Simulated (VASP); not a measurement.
# Pt (Pm-3m) in VASP: further runs

Pt is run at these levels: PBE; tasks: relaxation of cell and atoms.

Program: VASP 6.6.1. These are calculated values, not measurements. Logs are shortened: lines on timing, memory, paths and dates and some standing lists are left out, and cuts for length are marked.

## 1. The cell of the first run

Symmetry: Pm-3m, No. 221, cubic system. The conventional cell has a = 2.550 Å, b = 2.550 Å, c = 2.550 Å, α = 90.00°, β = 90.00°, γ = 90.00°. Pt (site symmetry m-3m) has 6 Pt at 2.55 Å within 3.4 Å.

## 2. Relaxation of cell and atoms, PBE, target pressure 15 GPa, at which the enthalpy is minimised

Input file INCAR:

```
SYSTEM = Pt
  PREC = Accurate
  ENCUT = 500
  EDIFF = 1E-7
  ISMEAR = 0
  SIGMA = 0.05
  LREAL = .False.
  LASPH = .True.
  NELM = 120
  ALGO = Normal
  ISIF = 3
  LWAVE = .False.
  LCHARG = .False.
  GGA = PE
  IBRION = 2
  NSW = 80
  EDIFFG = -0.01
  PSTRESS = 150.0
  GGA_COMPAT = .False.
  NELMIN = 4
```

Input file KPOINTS:

```
regular mesh
0
Gamma
  10 10 10
  0 0 0
```

Input file POSCAR:

```
Pt
1.0
    2.5500000000      0.0000000000      0.0000000000
    0.0000000000      2.5500000000      0.0000000000
    0.0000000000      0.0000000000      2.5500000000
Pt
1
Direct
    0.0000000000      0.0000000000      0.0000000000
```

Potentials or basis: VASP PAW PBE potentials, release 64 (Pt).

Launch:

```
$ cat potpaw_PBE.64/Pt/POTCAR > POTCAR
$ mpirun -np 1 vasp_std > vasp.out
```

OUTCAR:

```text
SYSTEM = Pt
   PREC = Accurate
   ENCUT = 500
   EDIFF = 1E-7
   ISMEAR = 0
   LREAL = .False.
   LASPH = .True.
   NELM = 120
   ISIF = 3
   GGA = PE
   IBRION = 2
   NSW = 80
   EDIFFG = -0.01
   PSTRESS = 150.0
   NELMIN = 4

 ion  position               nearest neighbor table
   1  0.000  0.000  0.000-

  LATTYP: Found a simple cubic cell.
 ALAT       =     2.5500000000

  Lattice vectors:

 A1 = (   2.5500000000,   0.0000000000,   0.0000000000)
 A2 = (   0.0000000000,   2.5500000000,   0.0000000000)
 A3 = (   0.0000000000,   0.0000000000,   2.5500000000)

Analysis of symmetry for initial positions (statically):
=====================================================================
 Subroutine PRICEL returns:
 Original cell was already a primitive cell.

 Routine SETGRP: Setting up the symmetry group for a
 simple cubic supercell.

 Subroutine GETGRP returns: Found 48 space group operations
 (whereof 48 operations were pure point group operations)
 out of a pool of 48 trial point group operations.

The static configuration has the point symmetry O_h .

Analysis of symmetry for dynamics (positions and initial velocities):
=====================================================================
 Subroutine PRICEL returns:
 Original cell was already a primitive cell.

 Routine SETGRP: Setting up the symmetry group for a
 simple cubic supercell.

 Subroutine GETGRP returns: Found 48 space group operations
 (whereof 48 operations were pure point group operations)
 out of a pool of 48 trial point group operations.

The dynamic configuration has the point symmetry O_h .

 Subroutine INISYM returns: Found 48 space group operations
 (whereof 48 operations are pure point group operations),
 and found     1 'primitive' translations

----------------------------------------------------------------------------------------

                                     Primitive cell

  volume of cell :      16.5814

  direct lattice vectors                    reciprocal lattice vectors
     2.550000000  0.000000000  0.000000000     0.392156863  0.000000000  0.000000000
     0.000000000  2.550000000  0.000000000     0.000000000  0.392156863  0.000000000
     0.000000000  0.000000000  2.550000000     0.000000000  0.000000000  0.392156863

  length of vectors
     2.550000000  2.550000000  2.550000000     0.392156863  0.392156863  0.392156863

  position of ions in fractional coordinates (direct lattice)
     0.000000000  0.000000000  0.000000000

  ion indices of the primitive-cell ions
   primitive index   ion index
                 1           1

----------------------------------------------------------------------------------------

 KPOINTS: regular mesh

Automatic generation of k-mesh.
 Grid dimensions read from file:
 generate k-points for:   10   10   10

 Generating k-lattice:

  Cartesian coordinates                     Fractional coordinates (reciprocal lattice)
     0.039215686  0.000000000  0.000000000     0.100000000  0.000000000  0.000000000
     0.000000000  0.039215686  0.000000000     0.000000000  0.100000000  0.000000000
     0.000000000  0.000000000  0.039215686     0.000000000  0.000000000  0.100000000

  Length of vectors
     0.039215686  0.039215686  0.039215686

  Shift w.r.t. Gamma in fractional coordinates (k-lattice)
     0.000000000  0.000000000  0.000000000

 Subroutine IBZKPT returns following result:
 ===========================================

 Found     56 irreducible k-points:

 Following reciprocal coordinates:
            Coordinates               Weight
  0.000000  0.000000  0.000000      1.000000
  0.100000  0.000000  0.000000      6.000000
  0.200000  0.000000  0.000000      6.000000
  0.300000  0.000000  0.000000      6.000000
  0.400000  0.000000  0.000000      6.000000
  0.500000  0.000000  0.000000      3.000000
[... 16 lines left out ...]
  0.200000  0.100000  0.100000     24.000000
  0.300000  0.100000  0.100000     24.000000
 [... further k-points ...]
   k-points           NKPTS =     56   k-points in BZ     NKDIM =     56   number of bands    NBANDS=      9
   number of dos      NEDOS =    301   number of ions     NIONS =      1
   total plane-waves  NPLWV =   8000
   dimension x,y,z NGX =    20 NGY =   20 NGZ =   20
   dimension x,y,z NGXF=    40 NGYF=   40 NGZF=   40
   ions per type =               1
   NGX,Y,Z   is equivalent  to a cutoff of  13.04, 13.04, 13.04 a.u.
   NGXF,Y,Z  is equivalent  to a cutoff of  26.08, 26.08, 26.08 a.u.
 SYSTEM =  Pt
   PREC   = accura    normal or accurate (medium, high low for compatibility)
   ISTART =      0    job   : 0-new  1-cont  2-samecut
   ICHARG =      2    charge: 1-file 2-atom 10-const
   ISPIN  =      1    spin polarized calculation?
   LNONCOLLINEAR =      F non collinear calculations
   LSORBIT =      F    spin-orbit coupling
   LASPH  =      T    aspherical Exc in radial PAW
   ENCUT  =  500.0 eV  36.75 Ry    6.06 a.u.   4.65  4.65  4.65*2*pi/ulx,y,z
   NELM   =    120;   NELMIN=  4; NELMDL= -5     # of ELM steps
   EDIFF  = 0.1E-06   stopping-criterion for ELM
   LREAL  =      F    real-space projection
   EDIFFG = -.1E-01   stopping-criterion for IOM
   NSW    =     80    number of steps for IOM
   IBRION =      2    ionic relax: 0-MD 1-quasi-New 2-CG
   NFREE  =      1    steps in history (QN), initial steepest desc. (CG)
   ISIF   =      3    stress and relaxation
   ISYM   =      2    0-nonsym 1-usesym 2-fastsym
   POTIM  = 0.5000    time-step for ionic-motion
   TEBEG  =    0.0;   TEEND  =   0.0 temperature during run
   PSTRESS=  150.0 pullay stress
   NELECT =      10.0000    total number of electrons
   NUPDOWN=      -1.0000    fix difference up-down
   EMIN   =  10.00;   EMAX   =-10.00  energy-range for DOS
   EFERMI =   0.00;   METHOD = LEGACY
   ISMEAR =     0;   SIGMA  =   0.05  broadening in eV -4-tet -1-fermi 0-gaus
   EFERMI_NEDOS =   21; number of points for ismear=-14 and -15
   IALGO  =     38    algorithm
   IMIX   =      4    mixing-type and parameters
     AMIX     =   0.40;   BMIX     =  1.00
     AMIX_MAG =   1.60;   BMIX_MAG =  1.00
  volume/ion in A,a.u.               =      16.58       111.90
  Fermi-wavevector in a.u.,A,eV,Ry     =   1.383146  2.613767 26.029204  1.913092
  Thomas-Fermi vector in A             =   2.507771
   LORBIT       =      0    0 simple, 1 ext, 2 COOP (PROOUT), +10 PAW based schemes
   GGA     = PE    functional components
   LHFCALC =     F    Hartree Fock is set to
   AEXX    =    0.0000 exact exchange contribution
   IVDW    =     0    specifies the selected vdW correction
   LEPSILON=     F    determine dielectric tensor
   LRPA    =     F    only Hartree local field effects (RPA)
 conjugate gradient relaxation of ions
 non-spin polarized calculation
 Gauss-broadening in eV      SIGMA  =   0.05
  energy-cutoff  :      500.00
  volume of cell :       16.58
 maximum number of plane-waves:       441
 NGX is ok and might be reduce to    20
   NGX =  9   NGY =  9   NGZ =  9

--------------------------------------- Ionic step        1  -------------------------------------------

 number of electron      10.0000000 magnetization

 number of electron       9.9999998 magnetization

 Free energy of the ion-electron system (eV)
  ---------------------------------------------------
  ext. energy  EPLUGINS =         0.00000000
  ---------------------------------------------------
  free energy    TOTEN  =        -5.59478109 eV

  energy without entropy =       -5.59249001  energy(sigma->0) =       -5.59363555

------------------------ aborting loop because EDIFF is reached ----------------------------------------

  FORCE on cell =-STRESS in cart. coord.  units (eV):
  Direction    XX          YY          ZZ          XY          YZ          ZX
  --------------------------------------------------------------------------------------
  -------------------------------------------------------------------------------------
  Total        2.0166996      2.0166996      2.0166996      0.0000000      0.0000000     -0.0000000
  in kB      194.8638427    194.8638427    194.8638427      0.0000000      0.0000000     -0.0000000
  external PRESSURE =      44.8638427 kB  Pullay stress =     150.0000000 kB
[... 59 lines left out ...]
  enthalpy is  TOTEN    =        -4.0123705019 eV   P V=        1.6590636841

--------------------------------------- Ionic step        3  -------------------------------------------

 number of electron       9.9999997 magnetization

 Free energy of the ion-electron system (eV)
  ---------------------------------------------------
  ext. energy  EPLUGINS =         0.00000000
  ---------------------------------------------------
  free energy    TOTEN  =        -5.62438435 eV

  energy without entropy =       -5.62224481  energy(sigma->0) =       -5.62331458

 E-fermi :   9.3951     XC(G=0): -12.6719

 val. band max:        9.3898235702   @ k =   0.4000   0.1000   0.1000
 cond. band min:       9.3996949084   @ k =   0.1000   0.0000   0.0000
 fundamental gap:      0.0098713382
 Fermi energy:         9.3950734907

 k-point     1 :       0.0000    0.0000    0.0000
  band No.  band energies     occupation
      1       0.2992      2.00000
      2       3.1014      2.00000
      3       3.1014      2.00000
      4       9.6811      0.00000
      5       9.6811      0.00000
      6       9.6811      0.00000
      7      24.8818      0.00000
      8      24.8818      0.00000
      9      24.8818      0.00000
[... 265 lines left out ...]
 k-point    24 :       0.3000    0.1000    0.1000
  band No.  band energies     occupation
      1       2.7681      2.00000
      2       3.9526      2.00000
      3       5.7122      2.00000
      4       7.6672      2.00000
      5       8.0629      2.00000
      6       9.3043      1.98975
      7      18.1660      0.00000
      8      26.1299      0.00000
      9      26.6871      0.00000

 [... further k-points ...]

------------------------ aborting loop because EDIFF is reached ----------------------------------------

  FORCE on cell =-STRESS in cart. coord.  units (eV):
  Direction    XX          YY          ZZ          XY          YZ          ZX
  --------------------------------------------------------------------------------------
  -------------------------------------------------------------------------------------
  Total        1.5703701      1.5703701      1.5703701      0.0000000     -0.0000000     -0.0000000
  in kB      149.2491617    149.2491617    149.2491617      0.0000000     -0.0000000     -0.0000000
  external PRESSURE =      -0.7508383 kB  Pullay stress =     150.0000000 kB
[... 16 lines left out ...]
  FREE ENERGIE OF THE ION-ELECTRON SYSTEM (eV)
  ---------------------------------------------------
  free  energy   TOTEN  =        -5.6243843463 eV

  energy  without entropy=       -5.6222448101  energy(sigma->0) =       -5.62331458

  enthalpy is  TOTEN    =        -4.0461140356 eV   P V=        1.5782703107

 reached required accuracy - stopping structural energy minimisation
```

It took 33 s on 1 thread of Intel Xeon 8259CL, shared host; peak memory 0.13 GiB.

Results:

```yaml
Free_energy: -5.6244 eV
Relaxed_volume: 16.86 Å³/atom
Relaxed_cell: a = 2.564 Å, b = 2.564 Å, c = 2.564 Å, α = 90.00°, β = 90.00°, γ = 90.00°
Space_group_after_relaxing_to_0.05_Å: Pm-3m (No. 221)
Energy_change_on_relaxing_the_enthalpy_is_what_falls: -29.6 meV/atom
Ionic_steps: 3
Pressure_after_relaxing: 14.9 GPa
Band_gap_on_the_k_mesh: zero (band 5 reaches 11.64 eV, above the bottom of band 6 at 8.10 eV)
```

Step by step:
```
step  energy change (eV)  largest force (eV/Å)  pressure (GPa)  volume (Å³)
   1              0.0000                0.0000           19.49        16.58
   2             -0.0767                0.0000            3.15        17.72
   3             -0.0296                0.0000           14.92        16.86
```

Final structure:
```
Pt
1.0
     2.56409    0.00000    0.00000
     0.00000    2.56409    0.00000
     0.00000    0.00000    2.56409
Pt
1
Direct
  0.00000 0.00000 0.00000
```

Levels at points of the mesh, in eV from the Fermi level:
```
           k point  band 2  band 3  band 4  band 5  band 6  band 7  band 8  band 9
(0.00, 0.00, 0.00)   -6.29   -6.29    0.29    0.29    0.29   15.49   15.49   15.49
(0.50, 0.00, 0.00)   -5.66   -2.12   -2.12   -0.85    0.52    4.80   16.43   19.79
(0.50, 0.50, 0.00)   -5.12   -1.67   -1.67    2.08    4.43    4.43   10.28   13.79
(0.50, 0.50, 0.50)   -5.41   -5.41    2.24    2.24    9.68   10.38   10.38   10.38
```

Caveat: the cell is relaxed towards a set pressure, so the enthalpy falls and the energy may rise; spin-orbit coupling is left out, which moves the levels of the heavy elements.

## 3. Relaxation of cell and atoms, PBE, target pressure 30 GPa, at which the enthalpy is minimised

Input file INCAR:

```
  PREC = Accurate
  ENCUT = 500
  EDIFF = 1E-7
  ISMEAR = 0
  SIGMA = 0.05
  LREAL = F
  LASPH = T
  NELM = 120
  ALGO = Normal
  ISIF = 3
  LWAVE = F
  LCHARG = F
  GGA = PE
  IBRION = 2
  NSW = 80
  EDIFFG = -0.01
  PSTRESS = 300.0
  GGA_COMPAT = F
  NELMIN = 4
```

Input file KPOINTS:

```
regular mesh
0
Gamma
  10 10 10
```

POSCAR is that of step 2.

Potentials or basis: VASP PAW PBE potentials, release 64 (Pt).

Launch:

```
$ cat potpaw_PBE.64/Pt/POTCAR > POTCAR
$ mpirun -np 1 vasp_std > vasp.out
```

Wall time 37 s (1 thread of Intel Xeon 8259CL, shared host); peak memory 0.14 GiB.

It converged, with:

| Quantity | Value |
| --- | --- |
| Free energy | -5.5100 eV |
| Relaxed volume | 16.03 Å³/atom |
| Relaxed cell | a = 2.521 Å, b = 2.521 Å, c = 2.521 Å, α = 90.00°, β = 90.00°, γ = 90.00° |
| Space group after relaxing (to 0.05 Å) | Pm-3m (No. 221) |
| Energy change on relaxing (the enthalpy is what falls) | +84.8 meV/atom |
| Ionic steps | 4 |
| Pressure after relaxing | 29.9 GPa |
| Band gap on the k mesh | zero (band 5 reaches 12.74 eV, above the bottom of band 6 at 8.89 eV) |

Step by step:
| step | energy change (eV) | largest force (eV/Å) | pressure (GPa) | volume (Å³) |
| --- | --- | --- | --- | --- |
| 1 | 0.0000 | 0.0000 | 19.49 | 16.58 |
| 2 | 0.7424 | 0.0000 | 86.65 | 14.10 |
| 3 | 0.0819 | 0.0000 | 29.61 | 16.04 |
| 4 | 0.0848 | 0.0000 | 29.92 | 16.03 |

Final structure:
```
Pt
1.0
     2.52129    0.00000    0.00000
     0.00000    2.52129    0.00000
     0.00000    0.00000    2.52129
Pt
1
Direct
  0.00000 0.00000 0.00000
```

Levels at points of the mesh, in eV from the Fermi level:
```tsv
k point	band 2	band 3	band 4	band 5	band 6	band 7	band 8	band 9
(0.00, 0.00, 0.00)	-6.77	-6.77	0.33	0.33	0.33	15.76	15.76	15.76
(0.50, 0.00, 0.00)	-6.08	-2.30	-2.30	-1.09	0.59	5.16	16.39	20.05
(0.50, 0.50, 0.00)	-5.47	-1.81	-1.81	2.28	4.45	4.45	10.98	14.14
(0.50, 0.50, 0.50)	-5.86	-5.86	2.46	2.46	9.46	10.74	10.74	10.74
```

Caveat: the cell is relaxed towards a set pressure, so the enthalpy falls and the energy may rise; spin-orbit coupling is left out, which moves the levels of the heavy elements.

(Continued in part 2 of 2.)
